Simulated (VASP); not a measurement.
Mo: single point with LDA

The system is Mo.

```xyz
1
Lattice="-1.5838 1.5838 1.5838 1.5838 -1.5838 1.5838 1.5838 1.5838 -1.5838" Properties=species:S:1:pos:R:3 pbc="T T T"
Mo    0.0000    0.0000    0.0000
```

- Program: VASP 6.6.1
- Task: single point
- Functional: LDA
- Potentials or basis: VASP PAW LDA potentials, release 64 (Mo_sv)
- Cutoff: 520 eV
- k mesh: 12 × 12 × 12
- Occupations: gaussian, width 0.1 eV
- Spin: no spin polarisation
- Dipole correction: no
- Further INCAR settings: ALGO = Normal; EDIFF = 1e-06; NBANDS = 13

- Pressure: -13.2 GPa
- Band gap on the k mesh: zero (band 7 reaches 16.12 eV, above the bottom of band 8 at 10.86 eV)

Levels at points of the mesh, in eV from the Fermi level:
```csv
k point,band 5,band 6,band 7,band 8,band 9,band 10
"(0.00, 0.00, 0.00)",-7.12,-1.29,-1.29,-1.29,1.65,1.65
"(0.50, 0.00, 0.00)",-5.19,-3.28,1.67,1.68,2.28,4.72
"(0.50, 0.50, 0.50)",-5.29,-5.29,3.97,3.97,3.97,8.98
```

It took 11 s on 1 thread of Intel(R) Xeon(R) Platinum 8259CL CPU @ 2.50GHz (Skylake/Cascade Lake) (shared host), peak memory 0.12 GiB.
